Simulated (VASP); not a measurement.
# InAs in VASP: single point with r2SCAN

Aim: the single point of InAs with r2SCAN.

Program: VASP 6.6.1. These are calculated values, not measurements. Logs are shortened: lines on timing, memory, paths and dates and some standing lists are left out, and cuts for length are marked.

## (1) The cell of the first run

The typed cell holds 2 atoms: a = 4.019 Å, b = 4.019 Å, c = 4.019 Å, α = 60.00°, β = 60.00°, γ = 60.00°.

## (2) Single point, r2SCAN

POSCAR reads:

```
InAs
1.0
    2.0094478521      1.1601552583      3.2812002778
   -2.0094478521      1.1601552583      3.2812002778
    0.0000000000     -2.3203105167      3.2812002778
In As
1 1
Direct
    0.5000000000      0.5000000000      0.5000000000
    0.0000000000      0.0000000000      0.0000000000
```

INCAR.step1 reads:

```
PREC = Accurate ; ENCUT = 520
ISMEAR = 0 ; SIGMA = 0.1
LREAL = F ; LASPH = T
NELM = 100 ; NBANDS = 16
GGA = PE ; ALGO = Normal
EDIFF = 1E-4 ; LWAVE = T
LCHARG = F
```

INCAR.step2 reads:

```
PREC = Accurate ; ENCUT = 520
EDIFF = 1E-6 ; ISMEAR = 0
SIGMA = 0.1 ; LREAL = F
LASPH = T ; NELM = 100
ALGO = Normal ; ISIF = 2
LWAVE = F ; LCHARG = F
METAGGA = R2SCAN ; LMIXTAU = T
NBANDS = 16 ; ISTART = 1
```

KPOINTS reads:

```
regular mesh
0
Gamma
  12 12 12
```

Potentials or basis: VASP PAW PBE potentials, release 64 (In_d, As).

On the command line:

```sh
cat potpaw_PBE.64/In_d/POTCAR potpaw_PBE.64/As/POTCAR > POTCAR
cp INCAR.step1 INCAR
mpirun -np 1 vasp_std > vasp.out
cp INCAR.step2 INCAR
mpirun -np 1 vasp_std > vasp.out
```

OUTCAR:

```text
PREC = Accurate
   ENCUT = 520
   EDIFF = 1E-6
   ISMEAR = 0
   LREAL = F
   LASPH = T
   NELM = 100
   ISIF = 2
   METAGGA = R2SCAN
   ISTART = 1

 ion  position               nearest neighbor table
   1  0.500  0.500  0.500-   2 2.84   2 2.84   2 2.84   2 2.84   2 2.84   2 2.84
   2  0.000  0.000  0.000-   1 2.84   1 2.84   1 2.84   1 2.84   1 2.84   1 2.84

  LATTYP: Found a trigonal (rhomboedric) cell.
 ALAT       =     4.0187207115
 COS(alpha) =     0.4999564547

  Lattice vectors:

 A1 = (   2.0094478521,   1.1601552583,   3.2812002778)
 A2 = (  -2.0094478521,   1.1601552583,   3.2812002778)
 A3 = (   0.0000000000,  -2.3203105167,   3.2812002778)

Analysis of symmetry for initial positions (statically):
=====================================================================
 Subroutine PRICEL returns:
 Original cell was already a primitive cell.

 Routine SETGRP: Setting up the symmetry group for a
 trigonal (rhombohedral) supercell.

 Subroutine GETGRP returns: Found 12 space group operations
 (whereof 12 operations were pure point group operations)
 out of a pool of 12 trial point group operations.

The static configuration has the point symmetry D_3d.

Analysis of symmetry for dynamics (positions and initial velocities):
=====================================================================
 Subroutine PRICEL returns:
 Original cell was already a primitive cell.

 Routine SETGRP: Setting up the symmetry group for a
 trigonal (rhombohedral) supercell.

 Subroutine GETGRP returns: Found 12 space group operations
 (whereof 12 operations were pure point group operations)
 out of a pool of 12 trial point group operations.

The dynamic configuration has the point symmetry D_3d.

 Subroutine INISYM returns: Found 12 space group operations
 (whereof 12 operations are pure point group operations),
 and found     1 'primitive' translations

----------------------------------------------------------------------------------------

                                     Primitive cell

  volume of cell :      45.8962

  direct lattice vectors                    reciprocal lattice vectors
     2.009447852  1.160155258  3.281200278     0.248824571  0.143658933  0.101588841
    -2.009447852  1.160155258  3.281200278    -0.248824571  0.143658933  0.101588841
     0.000000000 -2.320310517  3.281200278     0.000000000 -0.287317866  0.101588841

  length of vectors
     4.018720711  4.018720711  4.018720711     0.304748829  0.304748829  0.304748829

  position of ions in fractional coordinates (direct lattice)
     0.500000000  0.500000000  0.500000000
     0.000000000  0.000000000  0.000000000

  ion indices of the primitive-cell ions
   primitive index   ion index
                 1           1
                 2           2

----------------------------------------------------------------------------------------

 KPOINTS: regular mesh

Automatic generation of k-mesh.
 Grid dimensions read from file:
 generate k-points for:   12   12   12

 Generating k-lattice:

  Cartesian coordinates                     Fractional coordinates (reciprocal lattice)
     0.020735381  0.011971578  0.008465737     0.083333333 -0.000000000 -0.000000000
    -0.020735381  0.011971578  0.008465737    -0.000000000  0.083333333 -0.000000000
     0.000000000 -0.023943156  0.008465737    -0.000000000 -0.000000000  0.083333333

  Length of vectors
     0.025395736  0.025395736  0.025395736

  Shift w.r.t. Gamma in fractional coordinates (k-lattice)
     0.000000000  0.000000000  0.000000000

 Subroutine IBZKPT returns following result:
 ===========================================

 Found    189 irreducible k-points:

 Following reciprocal coordinates:
            Coordinates               Weight
  0.000000  0.000000  0.000000      1.000000
  0.083333  0.000000  0.000000      6.000000
  0.166667  0.000000  0.000000      6.000000
  0.250000  0.000000  0.000000      6.000000
  0.333333  0.000000  0.000000      6.000000
  0.416667  0.000000  0.000000      6.000000
[... 16 lines left out ...]
  0.500000  0.166667  0.000000     12.000000
 -0.416667  0.166667 -0.000000     12.000000
 [... further k-points ...]
   k-points           NKPTS =    189   k-points in BZ     NKDIM =    189   number of bands    NBANDS=     16
   number of dos      NEDOS =    301   number of ions     NIONS =      2
   total plane-waves  NPLWV =  27000
   dimension x,y,z NGX =    30 NGY =   30 NGZ =   30
   dimension x,y,z NGXF=    60 NGYF=   60 NGZF=   60
   ions per type =               1   1
   NGX,Y,Z   is equivalent  to a cutoff of  12.41, 12.41, 12.41 a.u.
   NGXF,Y,Z  is equivalent  to a cutoff of  24.82, 24.82, 24.82 a.u.
 SYSTEM =  unknown system
   PREC   = accura    normal or accurate (medium, high low for compatibility)
   ISTART =      1    job   : 0-new  1-cont  2-samecut
   ICHARG =      0    charge: 1-file 2-atom 10-const
   ISPIN  =      1    spin polarized calculation?
   LNONCOLLINEAR =      F non collinear calculations
   LSORBIT =      F    spin-orbit coupling
   LASPH  =      T    aspherical Exc in radial PAW
   ENCUT  =  520.0 eV  38.22 Ry    6.18 a.u.   7.47  7.47  7.47*2*pi/ulx,y,z
   NELM   =    100;   NELMIN=  2; NELMDL=  0     # of ELM steps
   EDIFF  = 0.1E-05   stopping-criterion for ELM
   LREAL  =      F    real-space projection
   EDIFFG = 0.1E-04   stopping-criterion for IOM
   NSW    =      0    number of steps for IOM
   IBRION =     -1    ionic relax: 0-MD 1-quasi-New 2-CG
   NFREE  =      0    steps in history (QN), initial steepest desc. (CG)
   ISIF   =      2    stress and relaxation
   ISYM   =      2    0-nonsym 1-usesym 2-fastsym
   POTIM  = 0.5000    time-step for ionic-motion
   TEBEG  =    0.0;   TEEND  =   0.0 temperature during run
   PSTRESS=    0.0 pullay stress
   NELECT =      18.0000    total number of electrons
   NUPDOWN=      -1.0000    fix difference up-down
   EMIN   =  10.00;   EMAX   =-10.00  energy-range for DOS
   EFERMI =   0.00;   METHOD = LEGACY
   ISMEAR =     0;   SIGMA  =   0.10  broadening in eV -4-tet -1-fermi 0-gaus
   EFERMI_NEDOS =   21; number of points for ismear=-14 and -15
   IALGO  =     38    algorithm
   IMIX   =      4    mixing-type and parameters
     AMIX     =   0.40;   BMIX     =  1.00
     AMIX_MAG =   1.60;   BMIX_MAG =  1.00
  volume/ion in A,a.u.               =      22.95       154.86
  Fermi-wavevector in a.u.,A,eV,Ry     =   1.198322  2.264499 19.537621  1.435975
  Thomas-Fermi vector in A             =   2.334214
   LORBIT       =      0    0 simple, 1 ext, 2 COOP (PROOUT), +10 PAW based schemes
   METAGGA = R2SCAN    functional components
   LHFCALC =     F    Hartree Fock is set to
   AEXX    =    0.0000 exact exchange contribution
   IVDW    =     0    specifies the selected vdW correction
   LEPSILON=     F    determine dielectric tensor
   LRPA    =     F    only Hartree local field effects (RPA)
 non-spin polarized calculation
 Gauss-broadening in eV      SIGMA  =   0.10
  energy-cutoff  :      520.00
  volume of cell :       45.90
 maximum number of plane-waves:      1258
 NGX is ok and might be reduce to    30
   NGX = 15   NGY = 15   NGZ = 15

 number of electron      17.9999990 magnetization

 Free energy of the ion-electron system (eV)
  ---------------------------------------------------
  ext. energy  EPLUGINS =         0.00000000
  ---------------------------------------------------
  free energy    TOTEN  =       -37.57912232 eV

  energy without entropy =      -37.57404733  energy(sigma->0) =      -37.57658482

 E-fermi :   6.1688     XC(G=0): -10.8538

 val. band max:        6.1426622920   @ k =  -0.0833   0.0833   0.0000
 cond. band min:       6.1731307697   @ k =   0.3333   0.3333   0.3333
 fundamental gap:      0.0304684777
 Fermi energy:         6.1687518583

 k-point     1 :       0.0000    0.0000    0.0000
  band No.  band energies     occupation
      1      -8.7722      2.00000
      2      -8.7722      2.00000
      3      -8.7368      2.00000
      4      -8.7368      2.00000
      5      -8.7368      2.00000
      6      -6.6507      2.00000
[... 8 lines left out ...]
     15      14.4219      0.00000
     16      14.4219      0.00000

 k-point     2 :       0.0833    0.0000    0.0000
  band No.  band energies     occupation
      1      -8.7754      2.00000
      2      -8.7754      2.00000
      3      -8.7369      2.00000
      4      -8.7336      2.00000
      5      -8.7335      2.00000
      6      -6.5683      2.00000
[... 8 lines left out ...]
     15      14.2560      0.00000
     16      14.4864      0.00000

 k-point     3 :       0.1667    0.0000    0.0000
  band No.  band energies     occupation
      1      -8.7857      2.00000
      2      -8.7857      2.00000
      3      -8.7376      2.00000
      4      -8.7232      2.00000
      5      -8.7232      2.00000
      6      -6.3260      2.00000
[... 8 lines left out ...]
     15      14.7025      0.00000
     16      14.7034      0.00000

 k-point     4 :       0.2500    0.0000    0.0000
  band No.  band energies     occupation
      1      -8.8010      2.00000
      2      -8.8010      2.00000
      3      -8.7393      2.00000
      4      -8.7077      2.00000
      5      -8.7077      2.00000
      6      -5.9420      2.00000
[... 8 lines left out ...]
     15      15.5120      0.00000
     16      15.5131      0.00000
[... 324 lines left out ...]
 k-point    22 :       0.4167    0.1667    0.0000
  band No.  band energies     occupation
      1      -8.8978      2.00000
      2      -8.7920      2.00000
      3      -8.7425      2.00000
      4      -8.6942      2.00000
      5      -8.6747      2.00000
      6      -4.9730      2.00000
[... 8 lines left out ...]
     15      18.5112      0.00000
     16      18.8526      0.00000

 k-point    23 :       0.5000    0.1667    0.0000
  band No.  band energies     occupation
      1      -8.8988      2.00000
      2      -8.8068      2.00000
      3      -8.7363      2.00000
      4      -8.6916      2.00000
      5      -8.6703      2.00000
      6      -4.5842      2.00000
[... 8 lines left out ...]
     15      18.9770      0.00000
     16      19.0147      0.00000

 k-point    24 :      -0.4167    0.1667   -0.0000
  band No.  band energies     occupation
      1      -8.8866      2.00000
      2      -8.8173      2.00000
      3      -8.7317      2.00000
      4      -8.6914      2.00000
      5      -8.6746      2.00000
      6      -4.5266      2.00000
[... 8 lines left out ...]
     15      17.6246      0.00000
     16      17.8947      0.00000

 [... further k-points ...]

------------------------ aborting loop because EDIFF is reached ----------------------------------------

  FORCE on cell =-STRESS in cart. coord.  units (eV):
  Direction    XX          YY          ZZ          XY          YZ          ZX
  --------------------------------------------------------------------------------------
  -------------------------------------------------------------------------------------
  Total        0.0094811      0.0094811      0.0105520      0.0000000     -0.0000000      0.0000000
  in kB        0.3309717      0.3309717      0.3683581      0.0000000     -0.0000000      0.0000000
  external PRESSURE =       0.3434338 kB  Pullay stress =       0.0000000 kB

 VOLUME and BASIS-vectors are now :
 -----------------------------------------------------------------------------
  energy-cutoff  :      520.00
  volume of cell :       45.90
      direct lattice vectors                 reciprocal lattice vectors
     2.009447852  1.160155258  3.281200278     0.248824571  0.143658933  0.101588841
    -2.009447852  1.160155258  3.281200278    -0.248824571  0.143658933  0.101588841
     0.000000000 -2.320310517  3.281200278     0.000000000 -0.287317866  0.101588841

 POSITION                                       TOTAL-FORCE (eV/Angst)
 -----------------------------------------------------------------------------------
      0.00000     -0.00000      4.92180         0.000000     -0.000000      0.000000
      0.00000      0.00000      0.00000         0.000000      0.000000     -0.000000
 -----------------------------------------------------------------------------------
    total drift:                               -0.000000      0.000000      0.000000

  FREE ENERGIE OF THE ION-ELECTRON SYSTEM (eV)
  ---------------------------------------------------
  free  energy   TOTEN  =       -37.5791223166 eV

  energy  without entropy=      -37.5740473283  energy(sigma->0) =      -37.57658482
```

Run time: 4.1 min. Hardware: 1 thread of Intel Xeon 6975P-C (Granite Rapids), shared host; peak memory 0.28 GiB.

What came out:

```
Free energy            : -37.5791 eV
Pressure               : 0.0 GPa
Band gap on the k mesh : zero (bands 9 and 10 overlap by 2.81 eV)
```

Levels at points of the mesh, in eV from the Fermi level:
```csv
k point,band 5,band 6,band 7,band 8,band 9,band 10,band 11,band 12,band 13,band 14
"(0.00, 0.00, 0.00)",-14.91,-12.82,-0.26,-0.26,-0.26,0.07,7.67,7.67,7.67,8.25
"(0.50, 0.00, 0.00)",-14.84,-10.96,-6.86,0.17,0.17,2.64,3.58,3.58,5.10,11.70
"(0.50, 0.50, 0.00)",-14.82,-9.92,-5.06,-2.75,-2.44,-2.44,4.23,10.19,10.19,11.18
"(0.50, 0.50, 0.50)",-14.84,-10.96,-6.86,0.17,0.17,2.64,3.58,3.58,5.10,11.70
```

Caveat: the PAW data sets were made with another functional, which shifts forces and pressure a little; spin-orbit coupling is left out, which moves the levels of the heavy elements.
